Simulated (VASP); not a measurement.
# TePd (Pm-3m) in VASP: a series of runs, part 2 of 3

VASP 6.6.1.

**4. Single point, LDA+U**

INCAR

```
  PREC = Accurate
  ENCUT = 500
  EDIFF = 1E-6
  ISMEAR = -1
  SIGMA = 0.05
  LREAL = F
  LASPH = T
  NELM = 200
  ALGO = Normal
  ISIF = 2
  LWAVE = F
  LCHARG = F
  LMAXMIX = 4
  LDAU = T
  LDAUTYPE = 2
  LDAUL = 2 -1
  LDAUU = 2 0
  LDAUJ = 0 0
  LDAUPRINT = 1
  NBANDS = 15
  GGA_COMPAT = F
```

KPOINTS

```
regular mesh
0
Gamma
  7 7 7
```

POSCAR

```
TePd
1.0
    3.6310931200      0.0000000000      0.0000000000
    0.0000000000      3.6310931200      0.0000000000
    0.0000000000      0.0000000000      3.6310931200
Pd Te
1 1
Direct
    0.0000000000      0.0000000000      0.0000000000
    0.5000000000      0.5000000000      0.5000000000
```

Potentials or basis: VASP PAW LDA potentials, release 64 (Pd, Te).

Started as:

```console
cat potpaw_LDA.64/Pd/POTCAR potpaw_LDA.64/Te/POTCAR > POTCAR
mpirun -np 1 vasp_std > vasp.out
```

OUTCAR:

```text
PREC = Accurate
   ENCUT = 500
   EDIFF = 1E-6
   ISMEAR = -1
   LREAL = F
   LASPH = T
   NELM = 200
   ISIF = 2

 ion  position               nearest neighbor table
   1  0.000  0.000  0.000-   2 3.14   2 3.14   2 3.14   2 3.14   2 3.14   2 3.14   2 3.14   2 3.14

   2  0.500  0.500  0.500-   1 3.14   1 3.14   1 3.14   1 3.14   1 3.14   1 3.14   1 3.14   1 3.14

  LATTYP: Found a simple cubic cell.
 ALAT       =     3.6310931200

  Lattice vectors:

 A1 = (   3.6310931200,   0.0000000000,   0.0000000000)
 A2 = (   0.0000000000,   3.6310931200,   0.0000000000)
 A3 = (   0.0000000000,   0.0000000000,   3.6310931200)

Analysis of symmetry for initial positions (statically):
=====================================================================
 Subroutine PRICEL returns:
 Original cell was already a primitive cell.

 Routine SETGRP: Setting up the symmetry group for a
 simple cubic supercell.

 Subroutine GETGRP returns: Found 48 space group operations
 (whereof 48 operations were pure point group operations)
 out of a pool of 48 trial point group operations.

The static configuration has the point symmetry O_h .

Analysis of symmetry for dynamics (positions and initial velocities):
=====================================================================
 Subroutine PRICEL returns:
 Original cell was already a primitive cell.

 Routine SETGRP: Setting up the symmetry group for a
 simple cubic supercell.

 Subroutine GETGRP returns: Found 48 space group operations
 (whereof 48 operations were pure point group operations)
 out of a pool of 48 trial point group operations.

The dynamic configuration has the point symmetry O_h .

 Subroutine INISYM returns: Found 48 space group operations
 (whereof 48 operations are pure point group operations),
[... 162 lines left out ...]
  o =  0.9187  v =  0.0000  0.0000  0.9975 -0.0000  0.0703  0.0000  0.0000  0.0000  0.0000  0.0000      0.0000  0.0000  0.0000  0.0000  0.0000  0.0000  0.0000  0.0000  0.0000  0.0000
  o =  0.9187  v =  0.0000  0.0000 -0.0703 -0.0000  0.9975  0.0000  0.0000  0.0000  0.0000  0.0000      0.0000  0.0000  0.0000  0.0000  0.0000  0.0000  0.0000  0.0000  0.0000  0.0000
  o =  0.9187  v =  0.0000  0.0000  0.0000  0.0000  0.0000  0.0000  0.0000 -0.0703 -0.0000  0.9975      0.0000  0.0000  0.0000  0.0000  0.0000  0.0000  0.0000  0.0000  0.0000  0.0000

 number of electron      16.0000007 magnetization

 Free energy of the ion-electron system (eV)
  ---------------------------------------------------
  ext. energy  EPLUGINS =         0.00000000
  ---------------------------------------------------
  free energy    TOTEN  =        -8.78630278 eV

  energy without entropy =       -8.77431313  energy(sigma->0) =       -8.78030796

 E-fermi :   7.2362     XC(G=0): -10.8896

 val. band max:        7.2169975617   @ k =   0.4286   0.4286   0.4286
 cond. band min:       7.2680814038   @ k =   0.1429   0.1429   0.0000
 fundamental gap:      0.0510838421
 Fermi energy:         7.2362207108

 k-point     1 :       0.0000    0.0000    0.0000
  band No.  band energies     occupation
      1      -5.5482      2.00000
      2       3.9888      2.00000
      3       3.9888      2.00000
      4       5.0245      2.00000
      5       5.0245      2.00000
      6       5.0245      2.00000
      7       6.4698      2.00000
      8       6.4698      2.00000
      9       6.4698      2.00000
     10       8.6229      0.00000
     11      13.5144      0.00000
     12      13.5144      0.00000
     13      19.5813      0.00000
     14      19.5813      0.00000
[... 329 lines left out ...]
      2       2.3489      2.00000
      3       2.3489      2.00000
      4       2.6090      2.00000
      5       5.2883      2.00000
      6       5.2883      2.00000
      7       6.5094      2.00000
      8       7.2170      1.18990
      9       7.2170      1.18990
     10       9.5986      0.00000
     11      10.0042      0.00000
     12      10.0042      0.00000
     13      12.4292      0.00000
     14      22.5386      0.00000
     15      22.5386      0.00000

------------------------ aborting loop because EDIFF is reached ----------------------------------------

  FORCE on cell =-STRESS in cart. coord.  units (eV):
  Direction    XX          YY          ZZ          XY          YZ          ZX
  --------------------------------------------------------------------------------------
  -------------------------------------------------------------------------------------
  Total       -5.0524691     -5.0524691     -5.0524691      0.0000000      0.0000000      0.0000000
  in kB     -169.0838342   -169.0838342   -169.0838342      0.0000000      0.0000000      0.0000000
  external PRESSURE =    -169.0838342 kB  Pullay stress =       0.0000000 kB

 VOLUME and BASIS-vectors are now :
 -----------------------------------------------------------------------------
  energy-cutoff  :      500.00
  volume of cell :       47.88
      direct lattice vectors                 reciprocal lattice vectors
     3.631093120  0.000000000  0.000000000     0.275399161  0.000000000  0.000000000
     0.000000000  3.631093120  0.000000000     0.000000000  0.275399161  0.000000000
     0.000000000  0.000000000  3.631093120     0.000000000  0.000000000  0.275399161

 POSITION                                       TOTAL-FORCE (eV/Angst)
 -----------------------------------------------------------------------------------
      0.00000      0.00000      0.00000         0.000000      0.000000      0.000000
      1.81555      1.81555      1.81555         0.000000      0.000000      0.000000
 -----------------------------------------------------------------------------------
    total drift:                               -0.000000      0.000000     -0.000000

  FREE ENERGIE OF THE ION-ELECTRON SYSTEM (eV)
  ---------------------------------------------------
  free  energy   TOTEN  =        -8.7863027832 eV

  energy  without entropy=       -8.7743131272  energy(sigma->0) =       -8.78030796
```

OSZICAR:

```text
N       E                     dE             d eps       ncg     rms          rms(c)
DAV:   1     0.704611400061E+02    0.70461E+02   -0.64024E+03   600   0.874E+02
DAV:   2    -0.666466003455E+01   -0.77126E+02   -0.69432E+02   747   0.179E+02
DAV:   3    -0.888927352798E+01   -0.22246E+01   -0.22126E+01   747   0.320E+01
DAV:   4    -0.891278431092E+01   -0.23511E-01   -0.23509E-01   769   0.360E+00
DAV:   5    -0.891331153142E+01   -0.52722E-03   -0.52722E-03   768   0.546E-01    0.818E+00
DAV:   6    -0.881175533381E+01    0.10156E+00   -0.18153E-01   628   0.452E+00    0.510E+00
DAV:   7    -0.879746042441E+01    0.14295E-01   -0.18630E-01   621   0.426E+00    0.345E+00
DAV:   8    -0.878756893429E+01    0.98915E-02   -0.22754E-02   642   0.157E+00    0.572E-01
DAV:   9    -0.878633132199E+01    0.12376E-02   -0.38098E-03   656   0.478E-01    0.465E-01
DAV:  10    -0.878631108406E+01    0.20238E-04   -0.21318E-04   775   0.922E-02    0.200E-01
DAV:  11    -0.878630867429E+01    0.24098E-05   -0.60599E-06   685   0.216E-02    0.154E-01
DAV:  12    -0.878630273254E+01    0.59418E-05   -0.56153E-06   642   0.130E-02    0.263E-02
DAV:  13    -0.878630278322E+01   -0.50680E-07   -0.25813E-07   377   0.370E-03
   1 F= -.87863028E+01 E0= -.87803080E+01  d E =-.119897E-01
```

stdout:

```text
POSCAR found type information on POSCAR PdTe
 POSCAR found :  2 types and       2 ions
 scaLAPACK will be used
 LDA part: xc-table for (Slater(with rela. corr.)+CA(PZ))
 , standard interpolation
 POSCAR, INCAR and KPOINTS ok, starting setup
 FFT: planning ... GRIDC
 FFT: planning ... GRID_SOFT
 FFT: planning ... GRID
 WAVECAR not read
 entering main loop
```

Wall time 20 s (1 thread of Intel Xeon 8259CL, shared host); peak memory 0.14 GiB.

Results:

```
Free energy            : -8.7863 eV
Pressure               : -16.9 GPa
Band gap on the k mesh : zero (bands 8 and 9 overlap by 2.14 eV)
```

Levels at points of the mesh, in eV from the Fermi level:
```
           k point  band 6  band 7  band 8  band 9  band 10  band 11
(0.00, 0.00, 0.00)   -2.21   -0.77   -0.77   -0.77     1.39     6.28
```

Eigenvalues of the final occupation matrices:
```tsv
site	spin	trace	eigenvalues
site 1 d	1	4.40	0.85 0.85 0.85 0.92 0.92
site 1 d	2	4.40	0.85 0.85 0.85 0.92 0.92
```

Caveat: the cell stands under tension; spin-orbit coupling is left out, which moves the levels of the heavy elements; U without spin polarisation on a metal has little footing; the U is typed as a test and isn't derived for this compound.

**5. Single point, LDA+U**

INCAR

```
SYSTEM = TePd
PREC = Accurate ; ENCUT = 500
EDIFF = 1E-6 ; ISMEAR = -1
SIGMA = 0.05 ; LREAL = .False.
LASPH = .True. ; NELM = 200
ALGO = Normal ; ISIF = 2
LWAVE = .False. ; LCHARG = .True.
LMAXMIX = 4 ; LDAU = .True.
LDAUTYPE = 2 ; LDAUL = 2 -1
LDAUU = 5 0 ; LDAUJ = 0 0
LDAUPRINT = 1 ; LELF = .True.
LVHAR = .True. ; NBANDS = 15
GGA_COMPAT = .False.
```

KPOINTS

```
Automatic mesh
0
Gamma
  7 7 7
  0 0 0
```

POSCAR is that of step 4.

Potentials or basis: VASP PAW LDA potentials, release 64 (Pd, Te).

Started as:

```console
cat potpaw_LDA.64/Pd/POTCAR potpaw_LDA.64/Te/POTCAR > POTCAR
mpirun -np 1 vasp_std > vasp.out
```

OUTCAR:

```text
SYSTEM = TePd
   PREC = Accurate
   ENCUT = 500
   EDIFF = 1E-6
   ISMEAR = -1
   LREAL = .False.
   LASPH = .True.
   NELM = 200
   ISIF = 2

 ion  position               nearest neighbor table
   1  0.000  0.000  0.000-   2 3.14   2 3.14   2 3.14   2 3.14   2 3.14   2 3.14   2 3.14   2 3.14

   2  0.500  0.500  0.500-   1 3.14   1 3.14   1 3.14   1 3.14   1 3.14   1 3.14   1 3.14   1 3.14

  LATTYP: Found a simple cubic cell.
 ALAT       =     3.6310931200

  Lattice vectors:

 A1 = (   3.6310931200,   0.0000000000,   0.0000000000)
 A2 = (   0.0000000000,   3.6310931200,   0.0000000000)
 A3 = (   0.0000000000,   0.0000000000,   3.6310931200)

Analysis of symmetry for initial positions (statically):
=====================================================================
 Subroutine PRICEL returns:
 Original cell was already a primitive cell.

 Routine SETGRP: Setting up the symmetry group for a
 simple cubic supercell.

 Subroutine GETGRP returns: Found 48 space group operations
 (whereof 48 operations were pure point group operations)
 out of a pool of 48 trial point group operations.

The static configuration has the point symmetry O_h .

[... 206 lines left out ...]
      6       4.3119      2.00000
      7       6.3303      1.99997
      8       6.3303      1.99997
      9       6.3303      1.99997
     10       8.7276      0.00000
     11      13.2311      0.00000
     12      13.2311      0.00000
     13      19.6482      0.00000
     14      19.6482      0.00000
[... 329 lines left out ...]
      2       1.9142      2.00000
      3       1.9142      2.00000
      4       2.1981      2.00000
      5       4.4173      2.00000
      6       4.4173      2.00000
      7       6.1209      2.00000
      8       6.7682      1.84984
      9       6.7682      1.84984
     10       9.6255      0.00000
     11      10.0164      0.00000
     12      10.0164      0.00000
     13      12.5955      0.00000
     14      22.3457      0.00000
     15      22.3457      0.00000

------------------------ aborting loop because EDIFF is reached ----------------------------------------

  FORCE on cell =-STRESS in cart. coord.  units (eV):
  Direction    XX          YY          ZZ          XY          YZ          ZX
  --------------------------------------------------------------------------------------
  -------------------------------------------------------------------------------------
  Total       -5.2950167     -5.2950167     -5.2950167      0.0000000      0.0000000      0.0000000
  in kB     -177.2008304   -177.2008304   -177.2008304      0.0000000      0.0000000      0.0000000
  external PRESSURE =    -177.2008304 kB  Pullay stress =       0.0000000 kB

 VOLUME and BASIS-vectors are now :
 -----------------------------------------------------------------------------
  energy-cutoff  :      500.00
  volume of cell :       47.88
      direct lattice vectors                 reciprocal lattice vectors
     3.631093120  0.000000000  0.000000000     0.275399161  0.000000000  0.000000000
     0.000000000  3.631093120  0.000000000     0.000000000  0.275399161  0.000000000
     0.000000000  0.000000000  3.631093120     0.000000000  0.000000000  0.275399161

 POSITION                                       TOTAL-FORCE (eV/Angst)
 -----------------------------------------------------------------------------------
      0.00000      0.00000      0.00000         0.000000      0.000000      0.000000
      1.81555      1.81555      1.81555         0.000000      0.000000      0.000000
 -----------------------------------------------------------------------------------
    total drift:                               -0.000000      0.000000     -0.000000

  FREE ENERGIE OF THE ION-ELECTRON SYSTEM (eV)
  ---------------------------------------------------
  free  energy   TOTEN  =        -7.4206095579 eV

  energy  without entropy=       -7.4115270021  energy(sigma->0) =       -7.41606828
```

OSZICAR:

```text
N       E                     dE             d eps       ncg     rms          rms(c)
DAV:   1     0.728435110201E+02    0.72844E+02   -0.64695E+03   600   0.874E+02
DAV:   2    -0.538879366348E+01   -0.78232E+02   -0.71448E+02   747   0.179E+02
DAV:   3    -0.760388520503E+01   -0.22151E+01   -0.22053E+01   747   0.322E+01
DAV:   4    -0.762730888829E+01   -0.23424E-01   -0.23421E-01   776   0.360E+00
DAV:   5    -0.762783927410E+01   -0.53039E-03   -0.53038E-03   775   0.549E-01    0.819E+00
DAV:   6    -0.743789476851E+01    0.18994E+00   -0.70485E-01   635   0.949E+00    0.536E+00
DAV:   7    -0.741595303662E+01    0.21942E-01   -0.24502E-01   621   0.470E+00    0.399E+00
DAV:   8    -0.742106200815E+01   -0.51090E-02   -0.30065E-02   642   0.156E+00    0.777E-01
DAV:   9    -0.742068876933E+01    0.37324E-03   -0.33522E-03   719   0.445E-01    0.661E-01
DAV:  10    -0.742060611848E+01    0.82651E-04   -0.86389E-04   635   0.210E-01    0.766E-02
DAV:  11    -0.742061080918E+01   -0.46907E-05   -0.34596E-05   719   0.498E-02    0.835E-02
DAV:  12    -0.742060945431E+01    0.13549E-05   -0.85878E-06   670   0.261E-02    0.885E-03
DAV:  13    -0.742060955792E+01   -0.10360E-06   -0.82183E-07   592   0.619E-03
   1 F= -.74206096E+01 E0= -.74160683E+01  d E =-.908256E-02
```

stdout:

```text
POSCAR found type information on POSCAR PdTe
 POSCAR found :  2 types and       2 ions
 scaLAPACK will be used
 LDA part: xc-table for (Slater(with rela. corr.)+CA(PZ))
 , standard interpolation
 POSCAR, INCAR and KPOINTS ok, starting setup
 FFT: planning ... GRIDC
 FFT: planning ... GRID_SOFT
 FFT: planning ... GRID
 WAVECAR not read
 entering main loop
```

It took 21 s on 1 thread of Intel Xeon 8259CL, shared host; peak memory 0.14 GiB.

What came out:

```
Free energy            : -7.4206 eV
Pressure               : -17.7 GPa
Band gap on the k mesh : zero (bands 8 and 9 overlap by 2.12 eV)
```

Levels at points of the mesh, in eV from the Fermi level:
```
           k point  band 5  band 6  band 7  band 8  band 9  band 10  band 11  band 12
(0.00, 0.00, 0.00)   -2.58   -2.58   -0.56   -0.56   -0.56     1.83     6.34     6.34
```

Eigenvalues of the final occupation matrices:
| site | spin | trace | eigenvalues |
| --- | --- | --- | --- |
| site 1 d | 1 | 4.59 | 0.89 0.89 0.89 0.95 0.95 |
| site 1 d | 2 | 4.59 | 0.89 0.89 0.89 0.95 0.95 |

Caveat: the cell stands under tension; spin-orbit coupling is left out, which moves the levels of the heavy elements; U without spin polarisation on a metal has little footing; the U is typed as a test and isn't derived for this compound.

(Part 2 of 3 ends here.)

The gap in the log of VASP goes by the Fermi energy; the results here count the filled bands.